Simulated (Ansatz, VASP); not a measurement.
# One calculation of Hf, two programs

Contents of INCAR:

```
SYSTEM = Hf
PREC = Accurate
ENCUT = 500
EDIFF = 1E-6
ISMEAR = -1
SIGMA = 0.08
LREAL = .FALSE.
LASPH = .TRUE.
NELM = 120
ALGO = Normal
ISIF = 2
LWAVE = .FALSE.
LCHARG = .FALSE.
GGA = PS
NBANDS = 17
GGA_COMPAT = .FALSE.
```

KPOINTS

```
Automatic mesh
0
G
  15 15 9
  0 0 0
```

File POSCAR:

```
Hf
1.0
    2.3434077507      0.0000000000      0.0000000000
   -1.1717038754      2.0294506435      0.0000000000
    0.0000000000      0.0000000000      4.0885539121
Hf
2
Direct
    0.3333333333      0.6666666667      0.2500000000
    0.6666666667      0.3333333333      0.7500000000
```

Input for Ansatz:

```yaml
crystal:
  lattice:
    - [2.3434077507, 0.0, 0.0]
    - [-1.1717038754, 2.0294506435, 0.0]
    - [0.0, 0.0, 4.0885539121]
  atoms:
    - { symbol: Hf, position: [0.3333333333, 0.6666666667, 0.25] }
    - { symbol: Hf, position: [0.6666666667, 0.3333333333, 0.75] }
kpoints:
  mp_grid: { grid: [15, 15, 9] }
scf:
  occupations: { method: fermi_dirac, width: 0.08 }
hamiltonian:
  xc: pbesol
  pseudopotentials: { kind: all_electron, datasets: crystal }
output:
  forces: true
  stress: true
  eigenvalues: true
```

Change from the starting cell: volume scaled by 0.45, crystal datasets.

Alike in both runs: task single point; functional PBEsol; k mesh 15 × 15 × 9; occupations fermi-dirac, width 0.08 eV; no spin polarisation.

|  | VASP | Ansatz |
| --- | --- | --- |
| version | VASP 6.6.1 | Ansatz 0.2.0 |
| potentials or method | VASP PAW PBE potentials, release 64 (Hf_pv), cutoff 500 eV | all-electron PAW with datasets made for the crystal, scalar-relativistic |

Ansatz gave:

```
pressure (GPa)                                                : 369.4
traceless stress, the component that is largest in VASP (GPa) : 0.10
```

Q: Which values does VASP return?

A: Pressure (GPa): 362.0; traceless stress, the component that is largest in VASP (GPa): -0.86.

VASP's potentials were made for PBE, not for PBEsol. Both programs put the cell under a high pressure, so it lies far from rest at this level. Ansatz ran all-electron here, and VASP with PAW potentials.

Neither program's run includes spin-orbit coupling. Noted on VASP's run: the cell as given lies far from equilibrium.
